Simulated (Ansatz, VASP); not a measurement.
# WSe2 in VASP and in Ansatz

File POSCAR:

```
WSe2
1.0
    3.2900000000      0.0000000000      0.0000000000
   -1.6450000000      2.8492235785      0.0000000000
    0.0000000000      0.0000000000     12.9700000000
W Se
2 4
Direct
    0.3333333333      0.6666666667      0.2500000000
    0.6666666667      0.3333333333      0.7500000000
    0.3333333333      0.6666666667      0.6210000000
    0.6666666667      0.3333333333      0.1210000000
    0.3333333333      0.6666666667      0.8790000000
    0.6666666667      0.3333333333      0.3790000000
```

The input INCAR.step1:

```
  PREC = Accurate
  ENCUT = 520
  ISMEAR = 0
  SIGMA = 0.1
  LREAL = F
  LASPH = T
  NELM = 80
  NBANDS = 35
  GGA = PE
  ALGO = Normal
  EDIFF = 1E-4
  LWAVE = T
  LCHARG = F
```

Contents of INCAR.step2:

```
  PREC = Accurate
  ENCUT = 520
  EDIFF = 1E-7
  ISMEAR = 0
  SIGMA = 0.1
  LREAL = F
  LASPH = T
  NELM = 80
  ALGO = Normal
  ISIF = 2
  LWAVE = F
  LCHARG = F
  METAGGA = R2SCAN
  LMIXTAU = T
  LUSE_VDW = T
  IVDW_NL = 2
  BPARAM = 11.95
  CPARAM = 0.0093
  NBANDS = 35
  ISTART = 1
```

The input KPOINTS:

```
regular mesh
0
Gamma
  6 6 2
```

Input for Ansatz:

```yaml
crystal:
  lattice:
    - [3.29, 0.0, 0.0]
    - [-1.645, 2.8492235785, 0.0]
    - [0.0, 0.0, 12.97]
  atoms:
    - { symbol: W, position: [0.3333333333, 0.6666666667, 0.25] }
    - { symbol: W, position: [0.6666666667, 0.3333333333, 0.75] }
    - { symbol: Se, position: [0.3333333333, 0.6666666667, 0.621] }
    - { symbol: Se, position: [0.6666666667, 0.3333333333, 0.121] }
    - { symbol: Se, position: [0.3333333333, 0.6666666667, 0.879] }
    - { symbol: Se, position: [0.6666666667, 0.3333333333, 0.379] }
basis:
  ecutwfc: 500
kpoints:
  mp_grid: { grid: [6, 6, 2] }
hamiltonian:
  xc: r2scan
  dispersion: rvv10
  pseudopotentials: { kind: paw }
scf:
  occupations: { method: gaussian, width: 0.1 }
output:
  forces: true
  stress: true
  eigenvalues: true
```

Alike in both runs: task single point; functional r2SCAN; dispersion rVV10; k mesh 6 × 6 × 2; occupations gaussian, width 0.1 eV; no spin polarisation.

|  | VASP | Ansatz |
| --- | --- | --- |
| version | VASP 6.6.1 | Ansatz 0.2.0 |
| potentials or method | VASP PAW PBE potentials, release 64 (W_sv, Se), cutoff 520 eV | scalar-relativistic, plane waves, PAW |
| valence electrons in the cell | 52 | 92 |

|  | VASP | Ansatz | Ansatz less VASP |
| --- | --- | --- | --- |
| gap on the k mesh at the Fermi level (eV) | 1.07 | 1.08 | +0.005 |
| least direct gap on the mesh (eV) | 1.64 | 1.64 | +0.002 |
| pressure (GPa) | 1.0 | 0.4 | -0.70 |
| traceless stress, the component that is largest in VASP (GPa) | -0.42 | -0.45 | -0.032 |
| rms of the force components (eV/Å) | 0.020 | 0.055 | +0.0347 |

VASP's potentials were made for PBE, not for r2SCAN. Atom by atom the forces differ by 0.035 eV/Å (rms over components). VASP's potentials hold 52 valence electrons a cell and Ansatz's 92, so a difference there can come from the potentials and not from the codes.

Neither program's run includes spin-orbit coupling.
